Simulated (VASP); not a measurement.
# Cu in VASP: relaxation of the atoms with PBEsol

Aim: the relaxation of the atoms of Cu with PBEsol.

Program: VASP 6.6.1. These are calculated values, not measurements. Logs are shortened: lines on timing, memory, paths and dates and some standing lists are left out, and cuts for length are marked.

## (1) The cell of the first run

The cell holds a slab with vacuum, 7 atoms: a = 2.520 Å, b = 2.520 Å, c = 27.344 Å, α = 90.00°, β = 90.00°, γ = 120.00°.

## (2) Relaxation of the atoms, PBEsol

Contents of INCAR:

```
SYSTEM = Cu
  PREC = Accurate
  ENCUT = 520
  EDIFF = 1E-6
  ISMEAR = 0
  SIGMA = 0.1
  LREAL = .False.
  LASPH = .True.
  NELM = 100
  ALGO = Fast
  ISIF = 2
  LWAVE = .False.
  LCHARG = .False.
  LDIPOL = .True.
  IDIPOL = 3
  DIPOL = 0.5 0.5 0.500
  GGA = PS
  IBRION = 2
  NSW = 80
  EDIFFG = -0.02
```

Contents of KPOINTS:

```
Automatic mesh
0
Gamma
  15 15 1
  0 0 0
```

Contents of POSCAR:

```
Cu
1.0
    2.5196845643      0.0000000000      0.0000000000
   -1.2598422821      2.1821108422      0.0000000000
    0.0000000000      0.0000000000     27.3438829904
Cu
7
Direct
    0.6666666667      0.3333333333      0.2742843803
    0.3333333333      0.6666666667      0.3495229202
    0.0000000000      0.0000000000      0.4247614601
    0.6666666667      0.3333333333      0.5000000000
    0.3333333333      0.6666666667      0.5752385399
    0.0000000000      0.0000000000      0.6504770798
    0.6666666667      0.3333333333      0.7257156197
```

Potentials or basis: VASP PAW PBE potentials, release 64 (Cu).

Command:

```sh
$ cat potpaw_PBE.64/Cu/POTCAR > POTCAR
$ mpirun -np 1 vasp_std > vasp.out
```

OUTCAR:

```text
SYSTEM = Cu
   PREC = Accurate
   ENCUT = 520
   EDIFF = 1E-6
   ISMEAR = 0
   LREAL = .False.
   LASPH = .True.
   NELM = 100
   ISIF = 2
   GGA = PS
   IBRION = 2
   NSW = 80
   EDIFFG = -0.02

 ion  position               nearest neighbor table
   1  0.667  0.333  0.274-   2 2.52   2 2.52   2 2.52
   2  0.333  0.667  0.350-   3 2.52   1 2.52   1 2.52   3 2.52   3 2.52   1 2.52
   3  0.000  0.000  0.425-   2 2.52   4 2.52   2 2.52   4 2.52   4 2.52   2 2.52
   4  0.667  0.333  0.500-   3 2.52   5 2.52   5 2.52   3 2.52   3 2.52   5 2.52
   5  0.333  0.667  0.575-   6 2.52   4 2.52   4 2.52   6 2.52   6 2.52   4 2.52
   6  0.000  0.000  0.650-   5 2.52   7 2.52   5 2.52   7 2.52   7 2.52   5 2.52
   7  0.667  0.333  0.726-   6 2.52   6 2.52   6 2.52

  LATTYP: Found a hexagonal cell.
 ALAT       =     2.5196845643
 C/A-ratio  =    10.8521056079

  Lattice vectors:

 A1 = (   2.5196845643,   0.0000000000,   0.0000000000)
 A2 = (  -1.2598422821,   2.1821108422,   0.0000000000)
 A3 = (   0.0000000000,   0.0000000000,  27.3438829904)

Analysis of symmetry for initial positions (statically):
=====================================================================
 Subroutine PRICEL returns:
 Original cell was already a primitive cell.

 Routine SETGRP: Setting up the symmetry group for a
 hexagonal supercell.

 Subroutine GETGRP returns: Found 12 space group operations
 (whereof  6 operations were pure point group operations)
 out of a pool of 24 trial point group operations.

The static configuration has the point symmetry C_3v.
 The point group associated with its full space group is D_3d.

Analysis of symmetry for dynamics (positions and initial velocities):
=====================================================================
 Subroutine PRICEL returns:
 Original cell was already a primitive cell.

 Routine SETGRP: Setting up the symmetry group for a
 hexagonal supercell.

 Subroutine GETGRP returns: Found 12 space group operations
 (whereof  6 operations were pure point group operations)
 out of a pool of 24 trial point group operations.

The dynamic configuration has the point symmetry C_3v.
 The point group associated with its full space group is D_3d.

 Subroutine INISYM returns: Found 12 space group operations
 (whereof  6 operations are pure point group operations),
 and found     1 'primitive' translations

----------------------------------------------------------------------------------------

                                     Primitive cell

  volume of cell :     150.3430

  direct lattice vectors                    reciprocal lattice vectors
     2.519684564  0.000000000  0.000000000     0.396875075  0.229135931  0.000000000
    -1.259842282  2.182110842  0.000000000     0.000000000  0.458271863  0.000000000
     0.000000000  0.000000000 27.343882990     0.000000000  0.000000000  0.036571251

  length of vectors
     2.519684564  2.519684564 27.343882990     0.458271863  0.458271863  0.036571251

  position of ions in fractional coordinates (direct lattice)
     0.666666667  0.333333333  0.274284380
     0.333333333  0.666666667  0.349522920
     0.000000000  0.000000000  0.424761460
     0.666666667  0.333333333  0.500000000
     0.333333333  0.666666667  0.575238540
     0.000000000  0.000000000  0.650477080
     0.666666667  0.333333333  0.725715620

  ion indices of the primitive-cell ions
   primitive index   ion index
                 1           1
                 2           2
                 3           3
                 4           4
                 5           5
                 6           6
                 7           7

----------------------------------------------------------------------------------------

 KPOINTS: Automatic mesh

Automatic generation of k-mesh.
 Grid dimensions read from file:
 generate k-points for:   15   15    1

 Generating k-lattice:

  Cartesian coordinates                     Fractional coordinates (reciprocal lattice)
     0.026458338  0.015275729  0.000000000     0.066666667  0.000000000  0.000000000
     0.000000000  0.030551458  0.000000000     0.000000000  0.066666667  0.000000000
     0.000000000  0.000000000  0.036571251     0.000000000  0.000000000  1.000000000

  Length of vectors
     0.030551458  0.030551458  0.036571251

  Shift w.r.t. Gamma in fractional coordinates (k-lattice)
     0.000000000  0.000000000  0.000000000

 Subroutine IBZKPT returns following result:
 ===========================================

 Found     27 irreducible k-points:

 Following reciprocal coordinates:
            Coordinates               Weight
  0.000000  0.000000  0.000000      1.000000
  0.066667  0.000000  0.000000      6.000000
  0.133333 -0.000000  0.000000      6.000000
  0.200000 -0.000000  0.000000      6.000000
  0.266667 -0.000000  0.000000      6.000000
  0.333333 -0.000000  0.000000      6.000000
[... 16 lines left out ...]
  0.333333  0.200000  0.000000     12.000000
  0.400000  0.200000  0.000000      6.000000
 [... further k-points ...]
   k-points           NKPTS =     27   k-points in BZ     NKDIM =     27   number of bands    NBANDS=     46
   number of dos      NEDOS =    301   number of ions     NIONS =      7
   total plane-waves  NPLWV =  84000
   dimension x,y,z NGX =    20 NGY =   20 NGZ =  210
   dimension x,y,z NGXF=    40 NGYF=   40 NGZF=  420
   ions per type =               7
   NGX,Y,Z   is equivalent  to a cutoff of  13.20, 13.20, 12.77 a.u.
   NGXF,Y,Z  is equivalent  to a cutoff of  26.39, 26.39, 25.54 a.u.
 SYSTEM =  Cu
   PREC   = accura    normal or accurate (medium, high low for compatibility)
   ISTART =      0    job   : 0-new  1-cont  2-samecut
   ICHARG =      2    charge: 1-file 2-atom 10-const
   ISPIN  =      1    spin polarized calculation?
   LNONCOLLINEAR =      F non collinear calculations
   LSORBIT =      F    spin-orbit coupling
   LASPH  =      T    aspherical Exc in radial PAW
   ENCUT  =  520.0 eV  38.22 Ry    6.18 a.u.   4.68  4.68 50.84*2*pi/ulx,y,z
   NELM   =    100;   NELMIN=  2; NELMDL= -5     # of ELM steps
   EDIFF  = 0.1E-05   stopping-criterion for ELM
   LREAL  =      F    real-space projection
   EDIFFG = -.2E-01   stopping-criterion for IOM
   NSW    =     80    number of steps for IOM
   IBRION =      2    ionic relax: 0-MD 1-quasi-New 2-CG
   NFREE  =      1    steps in history (QN), initial steepest desc. (CG)
   ISIF   =      2    stress and relaxation
   ISYM   =      2    0-nonsym 1-usesym 2-fastsym
   POTIM  = 0.5000    time-step for ionic-motion
   TEBEG  =    0.0;   TEEND  =   0.0 temperature during run
   PSTRESS=    0.0 pullay stress
   NELECT =      77.0000    total number of electrons
   NUPDOWN=      -1.0000    fix difference up-down
   EMIN   =  10.00;   EMAX   =-10.00  energy-range for DOS
   EFERMI =   0.00;   METHOD = LEGACY
   ISMEAR =     0;   SIGMA  =   0.10  broadening in eV -4-tet -1-fermi 0-gaus
   EFERMI_NEDOS =   21; number of points for ismear=-14 and -15
   IALGO  =     68    algorithm
   IMIX   =      4    mixing-type and parameters
     AMIX     =   0.40;   BMIX     =  1.00
     AMIX_MAG =   1.60;   BMIX_MAG =  1.00
  volume/ion in A,a.u.               =      21.48       144.94
  Fermi-wavevector in a.u.,A,eV,Ry     =   1.309817  2.475196 23.342441  1.715621
  Thomas-Fermi vector in A             =   2.440390
   LORBIT       =      0    0 simple, 1 ext, 2 COOP (PROOUT), +10 PAW based schemes
   GGA     = PS    functional components
   LHFCALC =     F    Hartree Fock is set to
   AEXX    =    0.0000 exact exchange contribution
   IVDW    =     0    specifies the selected vdW correction
   LEPSILON=     F    determine dielectric tensor
   LRPA    =     F    only Hartree local field effects (RPA)
 conjugate gradient relaxation of ions
 non-spin polarized calculation
 RMM-DIIS sequential band-by-band and
 Gauss-broadening in eV      SIGMA  =   0.10
  energy-cutoff  :      520.00
  volume of cell :      150.34
 maximum number of plane-waves:      4097
 NGX is ok and might be reduce to    20
   NGX =  9   NGY =  9   NGZ =101

--------------------------------------- Ionic step        1  -------------------------------------------

 number of electron      76.9999999 magnetization

 Free energy of the ion-electron system (eV)
  ---------------------------------------------------
  ext. energy  EPLUGINS =         0.00000000
  ---------------------------------------------------
  free energy    TOTEN  =       -29.08246574 eV

  energy without entropy =      -29.07555244  energy(sigma->0) =      -29.07900909

------------------------ aborting loop because EDIFF is reached ----------------------------------------

  FORCE on cell =-STRESS in cart. coord.  units (eV):
  Direction    XX          YY          ZZ          XY          YZ          ZX
  --------------------------------------------------------------------------------------
  -------------------------------------------------------------------------------------
  Total       -1.3503368     -1.3503368      0.0247609     -0.0000000      0.0000000      0.0000000
  in kB      -14.3902885    -14.3902885      0.2638718     -0.0000000      0.0000000      0.0000000
  external PRESSURE =      -9.5055684 kB  Pullay stress =       0.0000000 kB
[... 149 lines left out ...]
  energy  without entropy=      -29.0764962359  energy(sigma->0) =      -29.08000337

--------------------------------------- Ionic step        5  -------------------------------------------

 number of electron      76.9999995 magnetization

 dipolmoment           0.000000      0.000000      0.000003 electrons x Angstroem

 Free energy of the ion-electron system (eV)
  ---------------------------------------------------
  ext. energy  EPLUGINS =         0.00000000
  ---------------------------------------------------
  free energy    TOTEN  =       -29.08361899 eV

  energy without entropy =      -29.07662078  energy(sigma->0) =      -29.08011989

 E-fermi :   1.9485     XC(G=0):  -7.5988

 val. band max:        1.9325435270   @ k =   0.1333   0.1333   0.0000
 cond. band min:       2.0233005780   @ k =   0.4000   0.1333   0.0000
 fundamental gap:      0.0907570510
 Fermi energy:         1.9484900179

 k-point     1 :       0.0000    0.0000    0.0000
  band No.  band energies     occupation
      1      -7.7137      2.00000
      2      -7.2074      2.00000
      3      -6.4021      2.00000
      4      -5.3980      2.00000
      5      -4.3696      2.00000
      6      -3.6953      2.00000
[... 1165 lines left out ...]
     45       7.8868      0.00000
     46       8.6110      0.00000

 [... further k-points ...]

------------------------ aborting loop because EDIFF is reached ----------------------------------------

 vacuum level on the upper side and lower side of the slab       (xc-potential included)        -0.029        -0.029

  FORCE on cell =-STRESS in cart. coord.  units (eV):
  Direction    XX          YY          ZZ          XY          YZ          ZX
  --------------------------------------------------------------------------------------
  -------------------------------------------------------------------------------------
  Total       -1.3129746     -1.3129746      0.1188796     -0.0000000      0.0000000      0.0000000
  in kB      -13.9921266    -13.9921266      1.2668775     -0.0000000      0.0000000      0.0000000
  external PRESSURE =      -8.9057919 kB  Pullay stress =       0.0000000 kB

 VOLUME and BASIS-vectors are now :
 -----------------------------------------------------------------------------
  energy-cutoff  :      520.00
  volume of cell :      150.34
      direct lattice vectors                 reciprocal lattice vectors
     2.519684564  0.000000000  0.000000000     0.396875075  0.229135931  0.000000000
    -1.259842282  2.182110842  0.000000000     0.000000000  0.458271863  0.000000000
     0.000000000  0.000000000 27.343882990     0.000000000  0.000000000  0.036571251
[... 13 lines left out ...]
  FREE ENERGIE OF THE ION-ELECTRON SYSTEM (eV)
  ---------------------------------------------------
  free  energy   TOTEN  =       -29.0836189910 eV

  energy  without entropy=      -29.0766207806  energy(sigma->0) =      -29.08011989

 reached required accuracy - stopping structural energy minimisation

 vacuum level on the upper side and lower side of the slab         6.843         6.843
```

Run time: 19 min. Hardware: 1 thread of Oxide Virtual Turin-like, shared host; peak memory 0.32 GiB.

Results:

```yaml
Free_energy: -29.0836 eV
Energy_gained_by_relaxing: 0.2 meV/atom
Ionic_steps: 5
Largest_force_after_relaxing: 0.014 eV/Å
Band_gap_on_the_k_mesh: zero (an odd number of electrons rules out a gap without spin polarisation)
```

Forces on the atoms (eV/Å):
```
Cu   0.000  0.000 -0.009
Cu   0.000  0.000 -0.001
Cu   0.000  0.000 -0.014
Cu   0.000  0.000  0.000
Cu   0.000  0.000  0.014
Cu   0.000  0.000  0.001
Cu   0.000  0.000  0.009
```

The path:
```tsv
step	energy change (eV)	largest force (eV/Å)	pressure (GPa)
1	0.0000	0.0746	-0.95
2	-0.0007	0.0414	-0.93
3	-0.0009	0.0349	-0.88
4	-0.0010	0.0335	-0.86
5	-0.0012	0.0143	-0.89
```

Final structure:
```
Cu
1.0
     2.51968    0.00000    0.00000
    -1.25984    2.18211    0.00000
     0.00000    0.00000   27.34388
Cu
7
Direct
  0.66667 0.33333 0.27450
  0.33333 0.66667 0.34921
  0.00000 0.00000 0.42456
  0.66667 0.33333 0.50000
  0.33333 0.66667 0.57544
  0.00000 0.00000 0.65079
  0.66667 0.33333 0.72550
```

Caveat: the PAW data sets were made with another functional, which shifts forces and pressure a little.
